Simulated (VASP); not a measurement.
**LiGaI2: single point with PBE**

The system is LiGaI2.

```xyz
4
Lattice="2.0209 1.1668 7.9807 -2.0209 1.1668 7.9807 0.0000 -2.3335 7.9807" Properties=species:S:1:pos:R:3 pbc="T T T"
Li    0.0000    0.0000   11.9711
Ga    0.0000    0.0000    0.0000
I     0.0000    0.0000   18.4987
I     0.0000    0.0000    5.4435
```

The cell was built from a structure type or drawn by symmetry, and may not be a known phase.

```yaml
Program: VASP 6.6.1
Task: single point
Functional: PBE
Potentials_or_basis: VASP PAW PBE potentials, release 64 (Li_sv, Ga_d, I)
Cutoff: 520 eV
k_mesh: 6 × 6 × 6
Occupations: gaussian, width 0.1 eV
Spin: no spin polarisation
Dipole_correction: no
Further_INCAR_settings: ALGO = Normal; EDIFF = 1e-07; NBANDS = 23
```

* Largest force: 1.294 eV/Å
* Band gap on the k mesh: 0.68 eV (least direct gap 1.82 eV)

Forces on the atoms (eV/Å):
```
Li   0.000  0.000  0.000
Ga   0.000  0.000  0.000
I    0.000  0.000 -1.294
I    0.000  0.000  1.294
```

Levels at points of the mesh, in eV from the valence-band top:
| k point | band 13 | band 14 | band 15 | band 16 | band 17 | band 18 |
| --- | --- | --- | --- | --- | --- | --- |
| (0.00, 0.00, 0.00) | -1.14 | -0.80 | -0.80 | 3.51 | 4.16 | 4.16 |
| (0.50, 0.00, 0.00) | -2.27 | -1.53 | -1.31 | 1.76 | 2.35 | 3.59 |
| (0.50, 0.50, 0.00) | -2.35 | -1.61 | -1.15 | 0.68 | 2.92 | 3.16 |
| (0.50, 0.50, 0.50) | -0.79 | -0.79 | 0.00 | 2.74 | 4.24 | 4.36 |

It took 7.9 min on 1 thread of Oxide Virtual Turin-like Processor, on a shared host, peak memory 0.52 GiB.

Caveat: spin-orbit coupling is left out, which moves the levels of the heavy elements; forces of over 1 eV/Å act on the atoms, so gaps and moduli don't describe the material at rest. A k mesh can miss the band edges.
